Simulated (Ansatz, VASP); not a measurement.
# One calculation of CsH, two programs

File POSCAR:

```
CsH
1.0
    0.0000000000      2.9329600000      2.9329600000
    2.9329600000      0.0000000000      2.9329600000
    2.9329600000      2.9329600000      0.0000000000
Cs H
1 1
Direct
    0.0000000000      0.0000000000      0.0000000000
    0.5000000000      0.5000000000      0.5000000000
```

Contents of INCAR.step1:

```
SYSTEM = CsH
PREC = Accurate
ENCUT = 520
ISMEAR = 0
SIGMA = 0.05
LREAL = .FALSE.
LASPH = .TRUE.
NELM = 60
NBANDS = 12
GGA = PE
ALGO = Normal
EDIFF = 1E-4
LWAVE = .TRUE.
LCHARG = .FALSE.
```

INCAR.step2

```
SYSTEM = CsH
PREC = Accurate
ENCUT = 520
EDIFF = 1E-6
ISMEAR = 0
SIGMA = 0.05
LREAL = .FALSE.
LASPH = .TRUE.
NELM = 60
ALGO = Normal
ISIF = 2
LWAVE = .FALSE.
LCHARG = .TRUE.
METAGGA = R2SCAN
LMIXTAU = .TRUE.
LELF = .TRUE.
LVHAR = .TRUE.
NBANDS = 12
ISTART = 1
```

KPOINTS

```
Automatic mesh
0
G
  6 6 6
  0 0 0
```

Input for Ansatz:

```yaml
crystal:
  lattice:
    - [0.0, 2.93296, 2.93296]
    - [2.93296, 0.0, 2.93296]
    - [2.93296, 2.93296, 0.0]
  atoms:
    - { symbol: Cs, position: [0.0, 0.0, 0.0] }
    - { symbol: H, position: [0.5, 0.5, 0.5] }
basis:
  ecutwfc: 500
kpoints:
  mp_grid: { grid: [6, 6, 6] }
hamiltonian:
  xc: r2scan
scf:
  occupations: { method: gaussian, width: 0.05 }
output:
  forces: true
  stress: true
  eigenvalues: true
```

Change from the starting cell: strain -0.080 along x and y, -0.080 along z, atoms carried along.

Alike in both runs: task single point; functional r2SCAN; k mesh 6 × 6 × 6; occupations gaussian, width 0.05 eV; no spin polarisation.

```csv
,VASP,Ansatz
version,VASP 6.6.1,Ansatz 0.2.0
potentials or method,"VASP PAW PBE potentials, release 64 (Cs_sv, H), cutoff 520 eV","scalar-relativistic, plane waves, PAW"
valence electrons in the cell,10,10
```

```csv
,VASP,Ansatz,Ansatz less VASP
gap on the k mesh at the Fermi level (eV),2.26,2.30,+0.037
least direct gap on the mesh (eV),2.26,2.30,+0.037
pressure (GPa),4.1,3.9,-0.15
```

VASP's potentials were made for PBE, not for r2SCAN. The functional is the same, so the differences come from potentials, cutoffs and numerics.

Spin-orbit coupling is off throughout.
